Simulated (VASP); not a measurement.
Here is a VASP 6.6.1 calculation.

The input INCAR:

```
SYSTEM = In
PREC     = Accurate       ! precision mode
ENCUT    = 520            ! plane-wave cutoff, eV
EDIFF    = 1E-8           ! SCF threshold, eV
ISMEAR   = -1             ! smearing method
SIGMA    = 0.05           ! smearing width, eV
LREAL    = .False.        ! projectors in reciprocal space
LASPH    = .True.         ! aspherical terms in the spheres
NELM     = 80             ! most SCF steps
ALGO     = Normal         ! electronic algorithm
ISIF     = 2              ! what is computed and relaxed
LWAVE    = .False.        ! write WAVECAR
LCHARG   = .False.        ! write CHGCAR
GGA      = PE             ! functional
LEFG     = .True.       
NBANDS   = 12             ! bands
```

The input KPOINTS:

```
regular mesh
0
Gamma
  14 14 14
  0 0 0
```

Contents of POSCAR:

```
In
1.0
   -1.6041723059      1.6041723059      2.4405141445
    1.6041723059     -1.6041723059      2.4405141445
    1.6041723059      1.6041723059     -2.4405141445
In
1
Direct
    0.0000000000      0.0000000000      0.0000000000
```

Potentials or basis: VASP PAW PBE potentials, release 64 (In_d).

Run with:

```sh
$ cat potpaw_PBE.64/In_d/POTCAR > POTCAR
$ mpirun -np 1 vasp_std > vasp.out
```

Q: Estimate the pressure.

A: 4.0 GPa.

Electric field gradients, principal values (V/Å²):
| atom | least | middle | greatest (by size) |
| --- | --- | --- | --- |
| 1 In | -11.158 | -11.161 | 22.319 |

Caveat: without QUAD_EFG the Cq values of the log hold for a quadrupole moment of 1 mb, not for the nuclei.
